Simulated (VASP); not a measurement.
# PIr2 (Fm-3m) in VASP: notebook, part 2 of 2

VASP 6.6.1. The steps go on from the part before.

**4. Electric field gradients, LDA (volume scaled by 1.01)**

Contents of INCAR:

```
SYSTEM = PIr2
PREC     = Accurate       ! precision mode
ENCUT    = 420            ! plane-wave cutoff, eV
EDIFF    = 1E-8           ! SCF threshold, eV
ISMEAR   = -1             ! smearing method
SIGMA    = 0.05           ! smearing width, eV
LREAL    = .FALSE.        ! projectors in reciprocal space
LASPH    = .TRUE.         ! aspherical terms in the spheres
NELM     = 120            ! most SCF steps
ALGO     = Normal         ! electronic algorithm
ISIF     = 2              ! what is computed and relaxed
LWAVE    = .FALSE.        ! write WAVECAR
LCHARG   = .FALSE.        ! write CHGCAR
GGA      = CA             ! functional
LEFG     = .TRUE.       
NBANDS   = 26             ! bands
GGA_COMPAT= .FALSE.
```

Contents of KPOINTS:

```
regular mesh
0
G
  11 11 11
  0 0 0
```

Contents of POSCAR:

```
PIr2
1.0
    0.0000000000      2.7766944197      2.7766944197
    2.7766944197      0.0000000000      2.7766944197
    2.7766944197      2.7766944197      0.0000000000
P Ir
1 2
Direct
    0.0000000000      0.0000000000      0.0000000000
    0.2500000000      0.2500000000      0.2500000000
    0.7500000000      0.7500000000      0.7500000000
```

Potentials or basis: VASP PAW LDA potentials, release 64 (P, Ir_sv_GW).

The run is started by

```console
cat potpaw_LDA.64/P/POTCAR potpaw_LDA.64/Ir_sv_GW/POTCAR > POTCAR
mpirun -np 1 vasp_std > vasp.out
```

OUTCAR:

```text
SYSTEM = PIr2
   PREC = Accurate
   ENCUT = 420
   EDIFF = 1E-8
   ISMEAR = -1
   LREAL = .FALSE.
   LASPH = .TRUE.
   NELM = 120
   ISIF = 2
   GGA = CA

 ion  position               nearest neighbor table
   1  0.000  0.000  0.000-   3 2.40   3 2.40   3 2.40   2 2.40   3 2.40   2 2.40   2 2.40   2 2.40

   2  0.250  0.250  0.250-   1 2.40   1 2.40   1 2.40   1 2.40   3 2.78   3 2.78   3 2.78   3 2.78
                             3 2.78   3 2.78
   3  0.750  0.750  0.750-   1 2.40   1 2.40   1 2.40   1 2.40   2 2.78   2 2.78   2 2.78   2 2.78
                             2 2.78   2 2.78

  LATTYP: Found a face centered cubic cell.
 ALAT       =     5.5533888394

  Lattice vectors:

 A1 = (   0.0000000000,   2.7766944197,   2.7766944197)
 A2 = (   2.7766944197,   0.0000000000,   2.7766944197)
 A3 = (   2.7766944197,   2.7766944197,   0.0000000000)

Analysis of symmetry for initial positions (statically):
=====================================================================
 Subroutine PRICEL returns:
 Original cell was already a primitive cell.
[... 894 lines left out ...]

 POSITION                                       TOTAL-FORCE (eV/Angst)
 -----------------------------------------------------------------------------------
      0.00000      0.00000      0.00000        -0.000000     -0.000000      0.000000
      1.38835      1.38835      1.38835        -0.000000     -0.000000     -0.000000
      4.16504      4.16504      4.16504         0.000000      0.000000      0.000000
 -----------------------------------------------------------------------------------
    total drift:                                0.000000      0.000000      0.000000

  FREE ENERGIE OF THE ION-ELECTRON SYSTEM (eV)
  ---------------------------------------------------
  free  energy   TOTEN  =       -29.1552158226 eV

  energy  without entropy=      -29.1495353531  energy(sigma->0) =      -29.15237559

 Electric field gradients (V/A^2)
---------------------------------------------------------------------
 ion       V_xx      V_yy      V_zz      V_xy      V_xz      V_yz
---------------------------------------------------------------------
   1       0.000    -0.000     0.000     0.000     0.000     0.000
   2      -0.000     0.000     0.000    -0.000    -0.000    -0.000
   3      -0.000     0.000     0.000    -0.000    -0.000    -0.000
---------------------------------------------------------------------

 Electric field gradients after diagonalization (V/A^2)
 (convention: |V_zz| > |V_xx| > |V_yy|)
----------------------------------------------------------------------
 ion       V_xx      V_yy      V_zz     asymmetry (V_yy - V_xx)/ V_zz
----------------------------------------------------------------------
   1      -0.000    -0.000     0.001       0.000
   2       0.000     0.000    -0.000       0.000
   3       0.000     0.000    -0.000       0.000
----------------------------------------------------------------------

           NMR quadrupolar parameters

 Cq : quadrupolar parameter    Cq=e*Q*V_zz/h
 eta: asymmetry parameters     (V_yy - V_xx)/ V_zz
 Q  : nuclear electric quadrupole moment in mb (millibarn)
----------------------------------------------------------------------
 ion       Cq(MHz)       eta       Q (mb)
----------------------------------------------------------------------
   1       0.000       0.000       1.000
   2      -0.000       0.000       1.000
   3      -0.000       0.000       1.000
----------------------------------------------------------------------
```

Wall time 52 s (1 thread of Intel Xeon Platinum 8259CL at 2.50GHz (Skylake/Cascade Lake), shared host); peak memory 0.17 GiB.

What came out:

| Property | Result |
| --- | --- |
| Free energy | -29.1552 eV |
| Pressure | -8.3 GPa |

Levels at points of the mesh, in eV from the Fermi level:
| k point | band 18 | band 19 | band 20 | band 21 | band 22 | band 23 |
| --- | --- | --- | --- | --- | --- | --- |
| (0.00, 0.00, 0.00) | 0.28 | 1.51 | 1.51 | 4.28 | 4.28 | 4.28 |

Caveat: without QUAD_EFG the Cq values of the log hold for a quadrupole moment of 1 mb, not for the nuclei; spin-orbit coupling is left out, which moves the levels of the heavy elements.

**5. Electric field gradients, LDA (volume scaled by 0.98)**

Contents of INCAR:

```
SYSTEM = PIr2
  PREC = Accurate
  ENCUT = 420
  EDIFF = 1E-8
  ISMEAR = -1
  SIGMA = 0.05
  LREAL = .FALSE.
  LASPH = .TRUE.
  NELM = 120
  ALGO = Normal
  ISIF = 2
  LWAVE = .FALSE.
  LCHARG = .FALSE.
  GGA = CA
  LEFG = .TRUE.
  NBANDS = 26
  GGA_COMPAT = .FALSE.
```

KPOINTS is that of step 4.

Contents of POSCAR:

```
PIr2
1.0
    0.0000000000      2.7489256148      2.7489256148
    2.7489256148      0.0000000000      2.7489256148
    2.7489256148      2.7489256148      0.0000000000
P Ir
1 2
Direct
    0.0000000000      0.0000000000      0.0000000000
    0.2500000000      0.2500000000      0.2500000000
    0.7500000000      0.7500000000      0.7500000000
```

Potentials or basis: VASP PAW LDA potentials, release 64 (P, Ir_sv_GW).

The run is started by

```console
cat potpaw_LDA.64/P/POTCAR potpaw_LDA.64/Ir_sv_GW/POTCAR > POTCAR
mpirun -np 1 vasp_std > vasp.out
```

OUTCAR:

```text
SYSTEM = PIr2
   PREC = Accurate
   ENCUT = 420
   EDIFF = 1E-8
   ISMEAR = -1
   LREAL = .FALSE.
   LASPH = .TRUE.
   NELM = 120
   ISIF = 2
   GGA = CA

 ion  position               nearest neighbor table
   1  0.000  0.000  0.000-   3 2.38   3 2.38   3 2.38   2 2.38   3 2.38   2 2.38   2 2.38   2 2.38

   2  0.250  0.250  0.250-   1 2.38   1 2.38   1 2.38   1 2.38   3 2.75   3 2.75   3 2.75   3 2.75
                             3 2.75   3 2.75
   3  0.750  0.750  0.750-   1 2.38   1 2.38   1 2.38   1 2.38   2 2.75   2 2.75   2 2.75   2 2.75
                             2 2.75   2 2.75

  LATTYP: Found a face centered cubic cell.
 ALAT       =     5.4978512296

[... 921 lines left out ...]
---------------------------------------------------------------------
 ion       V_xx      V_yy      V_zz      V_xy      V_xz      V_yz
---------------------------------------------------------------------
   1      -0.000     0.000    -0.000     0.000     0.000     0.000
   2      -0.000    -0.000    -0.000     0.000     0.000     0.000
   3      -0.000    -0.000    -0.000     0.000     0.000     0.000
---------------------------------------------------------------------

 Electric field gradients after diagonalization (V/A^2)
 (convention: |V_zz| > |V_xx| > |V_yy|)
----------------------------------------------------------------------
 ion       V_xx      V_yy      V_zz     asymmetry (V_yy - V_xx)/ V_zz
----------------------------------------------------------------------
   1      -0.000    -0.000     0.001       0.000
   2      -0.000    -0.000     0.000       0.000
   3      -0.000    -0.000     0.000       0.000
----------------------------------------------------------------------

           NMR quadrupolar parameters

 Cq : quadrupolar parameter    Cq=e*Q*V_zz/h
 eta: asymmetry parameters     (V_yy - V_xx)/ V_zz
 Q  : nuclear electric quadrupole moment in mb (millibarn)
----------------------------------------------------------------------
 ion       Cq(MHz)       eta       Q (mb)
----------------------------------------------------------------------
   1       0.000       0.000       1.000
   2       0.000       0.000       1.000
   3       0.000       0.000       1.000
----------------------------------------------------------------------
```

OSZICAR:

```text
N       E                     dE             d eps       ncg     rms          rms(c)
DAV:   1     0.311104414990E+03    0.31110E+03   -0.24692E+04  3344   0.130E+03
DAV:   2    -0.208403874705E+02   -0.33194E+03   -0.32562E+03  3618   0.431E+02
DAV:   3    -0.323149607627E+02   -0.11475E+02   -0.11306E+02  3568   0.739E+01
DAV:   4    -0.324051103800E+02   -0.90150E-01   -0.88651E-01  3436   0.612E+00
DAV:   5    -0.324058943100E+02   -0.78393E-03   -0.78355E-03  3486   0.478E-01    0.101E+02
DAV:   6    -0.292779784697E+02    0.31279E+01   -0.12519E+01  3050   0.214E+01    0.528E+01
DAV:   7    -0.291948407725E+02    0.83138E-01   -0.57485E-01  3050   0.601E+00    0.193E+01
DAV:   8    -0.291751255405E+02    0.19715E-01   -0.60896E-02  3562   0.166E+00    0.943E-01
DAV:   9    -0.291734615576E+02    0.16640E-02   -0.50785E-03  3084   0.365E-01    0.584E-01
DAV:  10    -0.291732849389E+02    0.17662E-03   -0.11001E-03  3438   0.201E-01    0.177E-01
DAV:  11    -0.291732670502E+02    0.17889E-04   -0.11645E-04  3202   0.888E-02    0.741E-02
DAV:  12    -0.291732627063E+02    0.43439E-05   -0.61331E-06  3304   0.169E-02    0.257E-02
DAV:  13    -0.291732622843E+02    0.42201E-06   -0.20872E-06  3226   0.867E-03    0.325E-03
DAV:  14    -0.291732622837E+02    0.62028E-09   -0.32409E-08  2920   0.113E-03
   1 F= -.29173262E+02 E0= -.29170484E+02  d E =-.555664E-02
```

stdout:

```text
POSCAR found type information on POSCAR P Ir
 POSCAR found :  2 types and       3 ions
 scaLAPACK will be used
 LDA part: xc-table for (Slater(with rela. corr.)+CA(PZ))
 , standard interpolation
 POSCAR, INCAR and KPOINTS ok, starting setup
 FFT: planning ... GRIDC
 FFT: planning ... GRID_SOFT
 FFT: planning ... GRID
 WAVECAR not read
 entering main loop
ion   1

ion   2

ion   3
```

Run time: 27 s. Hardware: 1 thread of Intel Xeon Platinum 8559C (Emerald Rapids), shared host; peak memory 0.17 GiB.

Results:

- Free energy: -29.1733 eV
- Pressure: 0.8 GPa

Caveat: without QUAD_EFG the Cq values of the log hold for a quadrupole moment of 1 mb, not for the nuclei; spin-orbit coupling is left out, which moves the levels of the heavy elements.

**6. The runs side by side**

| cell | gap on the mesh (eV) | pressure (GPa) |
| --- | --- | --- |
| a = 3.834 Å, angles 60.0°, 3 atoms | none | 15.8 |
| a = 3.914 Å, angles 60.0°, 3 atoms | none | -5.4 |
| a = 3.927 Å, angles 60.0°, 3 atoms | none | -8.3 |
| a = 3.888 Å, angles 60.0°, 3 atoms | none | 0.8 |

Alike in all rows: task electric field gradients; level LDA; potentials or basis VASP PAW LDA potentials, release 64 (P, Ir_sv_GW); no spin polarisation; k mesh 11 × 11 × 11; cutoff (eV) 420; smearing fermi-dirac 0.05 eV.

Caveats: spin-orbit coupling is left out, which moves the levels of the heavy elements.

Absolute energies hang on the potentials; compare differences alone.
